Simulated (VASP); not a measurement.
Crystal: NiO.

```
O Ni
1.0
     0.00000    2.08855    2.08855
     2.08855    0.00000    2.08855
     2.08855    2.08855    0.00000
O Ni
1 1
Direct
  0.50000 0.50000 0.50000
  0.00000 0.00000 0.00000
```

Base run:

* Program: VASP 6.6.1
* Functional: PBEsol
* Potentials or basis: VASP PAW PBE potentials, release 64 (O, Ni_sv_GW)
* Cutoff: 600 eV
* k mesh: 9 × 9 × 9
* Occupations: gaussian, width 0.02 eV
* Spin: collinear spin, ferromagnetic start
* Starting moments: [0.0, 2.0] μB
* Hubbard terms: Ni d U = 6.2 eV

Its results: band gap on the k mesh 2.28 eV, indirect (least direct gap 3.21 eV); pressure -1.0 GPa; net moment 2.00 μB per cell; site moments O +0.18; Ni +1.78 μB.

**Question.** The run is repeated on the same cell with these changes: potentials or basis from VASP PAW PBE potentials, release 64 (O, Ni_sv_GW) to VASP PAW PBE potentials, release 64 (O, Ni); cutoff from 600 eV to 520 eV; further incar settings from ALGO = Normal; EDIFF = 1e-06; NBANDS = 23 to ALGO = Normal; EDIFF = 1e-06; NBANDS = 19; valence electrons from 24 to 16. What comes out?

**Answer.** Band gap on the k mesh 2.33 eV, indirect (least direct gap 3.01 eV); pressure -7.6 GPa; net moment 2.00 μB per cell; site moments O +0.18; Ni +1.81 μB.

Caveats: the PAW data sets were made with another functional, which shifts forces and pressure a little; a cell with one magnetic atom can't hold antiferromagnetic order, which such compounds often take.

A k mesh can miss the band edges.
